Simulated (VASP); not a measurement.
# TiSi16 (a cell with a defect) in VASP: a series of runs

The runs below take TiSi16 (a cell with a defect) through single point, with LDA.

Program: VASP 6.6.1. These are calculated values, not measurements. Logs are shortened: lines on timing, memory, paths and dates and some standing lists are left out, and cuts for length are marked.

**1. The cell of the first run**

The cell holds a defect, 17 atoms: a = 7.679 Å, b = 7.679 Å, c = 7.679 Å, α = 60.00°, β = 60.00°, γ = 60.00°.

**2. Single point, LDA**

The input, INCAR:

```
ALGO = Normal
EDIFF = 1E-7
ENCUT = 520
GGA = CA
ISIF = 2
ISMEAR = 0
LASPH = True
LCHARG = False
LREAL = Auto
LWAVE = False
NBANDS = 52
NELM = 60
PREC = Accurate
SIGMA = 0.02
```

The input, KPOINTS:

```
k-points
0
Gamma
  2 2 2
```

The input, POSCAR:

```
TiSi16
1.0
    0.0000000000      5.4300000000      5.4300000000
    5.4300000000      0.0000000000      5.4300000000
    5.4300000000      5.4300000000      0.0000000000
Si Ti
16 1
Direct
    0.0103271639     -0.0235251381      0.0106151934
    0.1248985267      0.1200784530      0.1251740331
    0.0084752302      0.0079702578      0.4989949355
    0.1487742173      0.1244283610      0.6151436464
   -0.0166929098      0.4929214549     -0.0166017495
    0.1080939227      0.6176893186      0.1070769797
    0.0096341621      0.5196196133      0.4662848066
    0.1244173112      0.6341318600      0.6099825046
    0.4986558932      0.0083877532      0.0098520258
    0.6152956722      0.1249842541      0.1497253223
    0.5132814917      0.0232420810      0.5146374770
    0.6377504604      0.1475865562      0.6389114180
    0.4668347145      0.5202290055      0.0105067219
    0.6104721915      0.6346348066      0.1251889503
    0.4982542357      0.5183291897      0.4990048803
    0.6147079190      0.6587025783      0.6150933702
    0.8383709024      0.3481086556      0.8381447514
```

Potentials or basis: VASP PAW LDA potentials, release 64 (Si, Ti_sv).

Launch:

```sh
$ cat potpaw_LDA.64/Si/POTCAR potpaw_LDA.64/Ti_sv/POTCAR > POTCAR
$ mpirun -np 1 vasp_std > vasp.out
```

OUTCAR:

```text
EDIFF = 1E-7
   ENCUT = 520
   GGA = CA
   ISIF = 2
   ISMEAR = 0
   LASPH = True
   LREAL = Auto
   NELM = 60
   PREC = Accurate

 ion  position               nearest neighbor table
   1  0.010  0.976  0.011-   6 2.27   2 2.34  17 2.42  10 2.48   4 2.48
   2  0.125  0.120  0.125-   1 2.34   3 2.35   9 2.35   5 2.35
   3  0.008  0.008  0.499-  12 2.33   4 2.34   2 2.35   8 2.35
   4  0.149  0.124  0.615-  11 2.30   3 2.34   7 2.48   1 2.48  17 2.52
   5  0.983  0.493  0.983-   6 2.34   2 2.35  14 2.35   8 2.35  17 2.73
   6  0.108  0.618  0.107-  13 2.27   1 2.27   7 2.27   5 2.34
   7  0.010  0.520  0.466-   6 2.27   8 2.34  17 2.42  16 2.48   4 2.48
   8  0.124  0.634  0.610-   7 2.34   3 2.35  15 2.35   5 2.35
   9  0.499  0.008  0.010-  12 2.33  10 2.34  14 2.35   2 2.35
  10  0.615  0.125  0.150-  11 2.30   9 2.34   1 2.48  13 2.48  17 2.52
  11  0.513  0.023  0.515-   4 2.30  16 2.30  10 2.30  12 2.34
  12  0.638  0.148  0.639-   3 2.33  15 2.33   9 2.33  11 2.34
  13  0.467  0.520  0.011-   6 2.27  14 2.34  17 2.42  10 2.48  16 2.48
  14  0.610  0.635  0.125-  13 2.34  15 2.35   9 2.35   5 2.35
  15  0.498  0.518  0.499-  12 2.33  16 2.34  14 2.35   8 2.35
  16  0.615  0.659  0.615-  11 2.30  15 2.34   7 2.48  13 2.48  17 2.52
  17  0.838  0.348  0.838-   7 2.42  13 2.42   1 2.42   4 2.52  10 2.52  16 2.52   5 2.73

  LATTYP: Found a face centered cubic cell.
 ALAT       =    10.8600000000

  Lattice vectors:

 A1 = (   0.0000000000,   5.4300000000,   5.4300000000)
 A2 = (   5.4300000000,   0.0000000000,   5.4300000000)
 A3 = (   5.4300000000,   5.4300000000,   0.0000000000)

Analysis of symmetry for initial positions (statically):
=====================================================================
 Subroutine PRICEL returns:
 Original cell was already a primitive cell.

 Routine SETGRP: Setting up the symmetry group for a
 face centered cubic supercell.

 Subroutine GETGRP returns: Found  1 space group operations
 (whereof  1 operations were pure point group operations)
 out of a pool of 48 trial point group operations.

The static configuration has the point symmetry C_1 .

Analysis of symmetry for dynamics (positions and initial velocities):
=====================================================================
 Subroutine PRICEL returns:
 Original cell was already a primitive cell.

 Routine SETGRP: Setting up the symmetry group for a
 face centered cubic supercell.

 Subroutine GETGRP returns: Found  1 space group operations
 (whereof  1 operations were pure point group operations)
 out of a pool of 48 trial point group operations.

The dynamic configuration has the point symmetry C_1 .

 Subroutine INISYM returns: Found  1 space group operations
 (whereof  1 operations are pure point group operations),
 and found     1 'primitive' translations

----------------------------------------------------------------------------------------

                                     Primitive cell

  volume of cell :     320.2060

  direct lattice vectors                    reciprocal lattice vectors
     0.000000000  5.430000000  5.430000000    -0.092081031  0.092081031  0.092081031
     5.430000000  0.000000000  5.430000000     0.092081031 -0.092081031  0.092081031
     5.430000000  5.430000000  0.000000000     0.092081031  0.092081031 -0.092081031

  length of vectors
     7.679179644  7.679179644  7.679179644     0.159489025  0.159489025  0.159489025

  position of ions in fractional coordinates (direct lattice)
     0.010327164  0.976474862  0.010615193
     0.124898527  0.120078453  0.125174033
     0.008475230  0.007970258  0.498994936
     0.148774217  0.124428361  0.615143646
     0.983307090  0.492921455  0.983398251
     0.108093923  0.617689319  0.107076980
[... 9 lines left out ...]
     0.614707919  0.658702578  0.615093370
     0.838370902  0.348108656  0.838144751

  ion indices of the primitive-cell ions
   primitive index   ion index
                 1           1
                 2           2
                 3           3
                 4           4
                 5           5
                 6           6
[... 9 lines left out ...]
                16          16
                17          17

----------------------------------------------------------------------------------------

 KPOINTS: k-points

Automatic generation of k-mesh.
 Grid dimensions read from file:
 generate k-points for:    2    2    2

 Generating k-lattice:

  Cartesian coordinates                     Fractional coordinates (reciprocal lattice)
    -0.046040516  0.046040516  0.046040516     0.500000000  0.000000000  0.000000000
     0.046040516 -0.046040516  0.046040516     0.000000000  0.500000000  0.000000000
     0.046040516  0.046040516 -0.046040516     0.000000000  0.000000000  0.500000000

  Length of vectors
     0.079744512  0.079744512  0.079744512

  Shift w.r.t. Gamma in fractional coordinates (k-lattice)
     0.000000000  0.000000000  0.000000000

 Subroutine IBZKPT returns following result:
 ===========================================

 Found      8 irreducible k-points:

 Following reciprocal coordinates:
            Coordinates               Weight
  0.000000  0.000000  0.000000      1.000000
  0.500000  0.000000  0.000000      1.000000
  0.000000  0.500000  0.000000      1.000000
  0.000000  0.000000  0.500000      1.000000
  0.500000  0.500000  0.500000      1.000000
  0.500000  0.500000  0.000000      1.000000
  0.000000  0.500000  0.500000      1.000000
  0.500000  0.000000  0.500000      1.000000
   k-points           NKPTS =      8   k-points in BZ     NKDIM =      8   number of bands    NBANDS=     52
   number of dos      NEDOS =    301   number of ions     NIONS =     17
   total plane-waves  NPLWV = 216000
   dimension x,y,z NGX =    60 NGY =   60 NGZ =   60
   dimension x,y,z NGXF=   120 NGYF=  120 NGZF=  120
   ions per type =              16   1
   NGX,Y,Z   is equivalent  to a cutoff of  12.99, 12.99, 12.99 a.u.
   NGXF,Y,Z  is equivalent  to a cutoff of  25.98, 25.98, 25.98 a.u.
 SYSTEM =  unknown system
   PREC   = accura    normal or accurate (medium, high low for compatibility)
   ISTART =      0    job   : 0-new  1-cont  2-samecut
   ICHARG =      2    charge: 1-file 2-atom 10-const
   ISPIN  =      1    spin polarized calculation?
   LNONCOLLINEAR =      F non collinear calculations
   LSORBIT =      F    spin-orbit coupling
   LASPH  =      T    aspherical Exc in radial PAW
   ENCUT  =  520.0 eV  38.22 Ry    6.18 a.u.  14.28 14.28 14.28*2*pi/ulx,y,z
   NELM   =     60;   NELMIN=  2; NELMDL= -5     # of ELM steps
   EDIFF  = 0.1E-06   stopping-criterion for ELM
   LREAL  =      T    real-space projection
   EDIFFG = 0.1E-05   stopping-criterion for IOM
   NSW    =      0    number of steps for IOM
   IBRION =     -1    ionic relax: 0-MD 1-quasi-New 2-CG
   NFREE  =      0    steps in history (QN), initial steepest desc. (CG)
   ISIF   =      2    stress and relaxation
   ISYM   =      2    0-nonsym 1-usesym 2-fastsym
   POTIM  = 0.5000    time-step for ionic-motion
   TEBEG  =    0.0;   TEEND  =   0.0 temperature during run
   PSTRESS=    0.0 pullay stress
   NELECT =      76.0000    total number of electrons
   NUPDOWN=      -1.0000    fix difference up-down
   EMIN   =  10.00;   EMAX   =-10.00  energy-range for DOS
   EFERMI =   0.00;   METHOD = LEGACY
   ISMEAR =     0;   SIGMA  =   0.02  broadening in eV -4-tet -1-fermi 0-gaus
   EFERMI_NEDOS =   21; number of points for ismear=-14 and -15
   IALGO  =     38    algorithm
   IMIX   =      4    mixing-type and parameters
     AMIX     =   0.40;   BMIX     =  1.00
     AMIX_MAG =   1.60;   BMIX_MAG =  1.00
  volume/ion in A,a.u.               =      18.84       127.11
  Fermi-wavevector in a.u.,A,eV,Ry     =   1.013607  1.915439 13.978610  1.027399
  Thomas-Fermi vector in A             =   2.146786
   LORBIT       =      0    0 simple, 1 ext, 2 COOP (PROOUT), +10 PAW based schemes
   GGA     = CA    functional components
   LHFCALC =     F    Hartree Fock is set to
   AEXX    =    0.0000 exact exchange contribution
   IVDW    =     0    specifies the selected vdW correction
   LEPSILON=     F    determine dielectric tensor
   LRPA    =     F    only Hartree local field effects (RPA)
 non-spin polarized calculation
 Gauss-broadening in eV      SIGMA  =   0.02
  energy-cutoff  :      520.00
  volume of cell :      320.21
 maximum number of plane-waves:      8646
 NGX is ok and might be reduce to    60
   NGX = 29   NGY = 29   NGZ = 29

 number of electron      76.0000001 magnetization

 Free energy of the ion-electron system (eV)
  ---------------------------------------------------
  ext. energy  EPLUGINS =         0.00000000
  ---------------------------------------------------
  free energy    TOTEN  =      -100.92164180 eV

  energy without entropy =     -100.91781608  energy(sigma->0) =     -100.91972894

 E-fermi :   6.7709     XC(G=0):  -9.9363

 val. band max:        6.7660901838   @ k =   0.5000   0.0000   0.0000
 cond. band min:       6.8447480050   @ k =   0.5000   0.0000   0.5000
 fundamental gap:      0.0786578212
 Fermi energy:         6.7709064760

 k-point     1 :       0.0000    0.0000    0.0000
  band No.  band energies     occupation
      1     -49.3932      2.00000
      2     -26.2207      2.00000
      3     -26.1075      2.00000
      4     -26.1057      2.00000
      5      -5.7317      2.00000
      6      -3.5190      2.00000
[... 42 lines left out ...]
     49       8.1155      0.00000
     50       8.6467      0.00000

 k-point     2 :       0.5000    0.0000    0.0000
  band No.  band energies     occupation
      1     -49.3932      2.00000
      2     -26.2207      2.00000
      3     -26.1075      2.00000
      4     -26.1058      2.00000
      5      -4.9877      2.00000
      6      -4.8449      2.00000
[... 310 lines left out ...]
 k-point     8 :       0.5000    0.0000    0.5000
  band No.  band energies     occupation
      1     -49.3932      2.00000
      2     -26.2207      2.00000
      3     -26.1075      2.00000
      4     -26.1057      2.00000
      5      -4.6703      2.00000
      6      -4.6225      2.00000
[... 42 lines left out ...]
     49       9.7848      0.00000
     50      10.3659      0.00000
 [bands above 50 left out]

------------------------ aborting loop because EDIFF is reached ----------------------------------------

  FORCE on cell =-STRESS in cart. coord.  units (eV):
  Direction    XX          YY          ZZ          XY          YZ          ZX
  --------------------------------------------------------------------------------------
  -------------------------------------------------------------------------------------
  Total        1.6388520      1.6174204      1.6319437     -1.2582909     -1.1735524     -1.1835651
  in kB        8.2001317      8.0928972      8.1655654     -6.2959626     -5.8719665     -5.9220660
  external PRESSURE =       8.1528648 kB  Pullay stress =       0.0000000 kB

 VOLUME and BASIS-vectors are now :
 -----------------------------------------------------------------------------
  energy-cutoff  :      520.00
  volume of cell :      320.21
      direct lattice vectors                 reciprocal lattice vectors
     0.000000000  5.430000000  5.430000000    -0.092081031  0.092081031  0.092081031
     5.430000000  0.000000000  5.430000000     0.092081031 -0.092081031  0.092081031
     5.430000000  5.430000000  0.000000000     0.092081031  0.092081031 -0.092081031

 POSITION                                       TOTAL-FORCE (eV/Angst)
 -----------------------------------------------------------------------------------
      5.35990      0.11372      5.35834        -0.125328     -0.047442     -0.117493
      1.33172      1.35789      1.33022        -0.080652     -0.043954     -0.078516
      2.75282      2.75556      0.08930        -0.022840     -0.088500     -0.090141
      4.01588      4.14807      1.48349         0.058691     -0.085047     -0.081929
      8.01642     10.67921      8.01592        -0.032533     -0.033809     -0.035658
      3.93548      1.16838      3.94100        -0.084624     -0.087603     -0.086596
[... 9 lines left out ...]
      6.91671      6.67782      6.91462        -0.083591      0.055137     -0.085141
      6.44136      9.10348      6.44258         1.125791      1.134893      1.133655
 -----------------------------------------------------------------------------------
    total drift:                               -0.003789     -0.005414     -0.001072

  FREE ENERGIE OF THE ION-ELECTRON SYSTEM (eV)
  ---------------------------------------------------
  free  energy   TOTEN  =      -100.9216417977 eV

  energy  without entropy=     -100.9178160844  energy(sigma->0) =     -100.91972894
```

Run time: 1.8 min. Hardware: 1 thread of Intel Xeon 6975P-C (Granite Rapids), shared host; peak memory 0.38 GiB.

What came out:

| Quantity | Value |
| --- | --- |
| Free energy | -100.9216 eV |
| Pressure | 0.8 GPa |
| Largest force | 1.960 eV/Å |
| Band gap on the k mesh | zero (bands 38 and 39 overlap by 0.31 eV) |

Forces on the atoms (eV/Å):
```
Si  -0.125 -0.047 -0.117
Si  -0.081 -0.044 -0.079
Si  -0.023 -0.088 -0.090
Si   0.059 -0.085 -0.082
Si  -0.033 -0.034 -0.036
Si  -0.085 -0.088 -0.087
Si  -0.123 -0.120 -0.055
Si  -0.078 -0.077 -0.048
Si  -0.089 -0.091 -0.024
Si  -0.086 -0.090  0.055
Si  -0.071 -0.074 -0.068
Si  -0.125 -0.126 -0.130
Si  -0.048 -0.125 -0.120
Si  -0.044 -0.079 -0.079
Si  -0.090 -0.022 -0.090
Si  -0.084  0.055 -0.085
Ti   1.126  1.135  1.134
```

Caveat: the k points lie up to 0.50 Å⁻¹ apart.

**3. Single point, LDA**

The input, INCAR:

```
  ALGO = Normal
  EDIFF = 1E-6
  ENCUT = 520
  ISIF = 2
  ISMEAR = 0
  LASPH = T
  LCHARG = F
  LREAL = Auto
  LWAVE = F
  NBANDS = 52
  NELM = 80
  PREC = Accurate
  SIGMA = 0.02
```

KPOINTS is that of step 2.

The input, POSCAR:

```
TiSi16
1.0
    0.0000000000      5.4300000000      5.4300000000
    5.4300000000      0.0000000000      5.4300000000
    5.4300000000      5.4300000000      0.0000000000
Si Ti
16 1
Direct
    0.0020772560     -0.0128348987      0.0024024862
    0.1239118785      0.1211350829      0.1244507366
    0.0038777164      0.0094644567      0.4979709024
    0.1408762431      0.1282725599      0.6164615101
   -0.0102802026      0.5016367403     -0.0100884899
    0.1112543278      0.6232830571      0.1105213628
    0.0014478821      0.5139335175      0.4746465930
    0.1237156538      0.6359528545      0.6087292818
    0.4975053407      0.0096898711      0.0051429098
    0.6163121547      0.1284648250      0.1418697974
    0.5094471455      0.0217001842      0.5105031308
    0.6332662063      0.1455080110      0.6344393186
    0.4751053407      0.5143180479      0.0021364641
    0.6091098527      0.6360991713      0.1243949355
    0.4972863720      0.5161502762      0.4979714549
    0.6161048803      0.6531505525      0.6164277164
    0.8611781768      0.3732748619      0.8610129834
```

Potentials or basis: VASP PAW LDA potentials, release 64 (Si, Ti_sv).

Launch:

```sh
$ cat potpaw_LDA.64/Si/POTCAR potpaw_LDA.64/Ti_sv/POTCAR > POTCAR
$ mpirun -np 1 vasp_std > vasp.out
```

Run time: 2.1 min. Hardware: 1 thread of Intel Xeon 6975P-C (Granite Rapids), shared host; peak memory 0.38 GiB.

The run converged. Its results:

```
Free energy            : -101.8558 eV
Pressure               : -0.1 GPa
Largest force          : 0.843 eV/Å
Band gap on the k mesh : zero (bands 38 and 39 overlap by 0.29 eV)
```

Forces on the atoms (eV/Å):
```
Si  -0.010 -0.173 -0.003
Si  -0.027 -0.015 -0.024
Si  -0.019 -0.063 -0.063
Si   0.025 -0.069 -0.070
Si   0.146  0.143  0.151
Si   0.071  0.072  0.063
Si  -0.005 -0.002 -0.173
Si  -0.019 -0.020 -0.015
Si  -0.068 -0.067 -0.024
Si  -0.074 -0.076  0.019
Si  -0.084 -0.082 -0.084
Si  -0.098 -0.099 -0.097
Si  -0.175 -0.008 -0.006
Si  -0.017 -0.027 -0.025
Si  -0.064 -0.020 -0.064
Si  -0.071  0.024 -0.075
Ti   0.490  0.483  0.488
```

Stress tensor (GPa, compression positive):
```
-0.14 -0.08 -0.07
-0.08 -0.16 -0.06
-0.07 -0.06 -0.07
```

Levels at points of the mesh, in eV from the Fermi level:
```
           k point  band 35  band 36  band 37  band 38  band 39  band 40
(0.00, 0.00, 0.00)    -0.96    -0.92    -0.47    -0.29    -0.29    -0.03
(0.50, 0.00, 0.00)    -1.29    -1.24    -0.21     0.01     0.28     0.34
(0.00, 0.50, 0.00)    -1.29    -1.24    -0.21     0.01     0.28     0.34
(0.00, 0.00, 0.50)    -1.29    -1.24    -0.21     0.01     0.28     0.34
(0.50, 0.50, 0.50)    -1.26    -1.26    -0.35    -0.08    -0.08     0.57
(0.50, 0.50, 0.00)    -1.87    -1.75    -0.60     0.01     0.51     0.71
(0.00, 0.50, 0.50)    -1.87    -1.74    -0.60     0.01     0.51     0.71
(0.50, 0.00, 0.50)    -1.87    -1.74    -0.60     0.00     0.51     0.71
```

Caveat: the k points lie up to 0.50 Å⁻¹ apart.
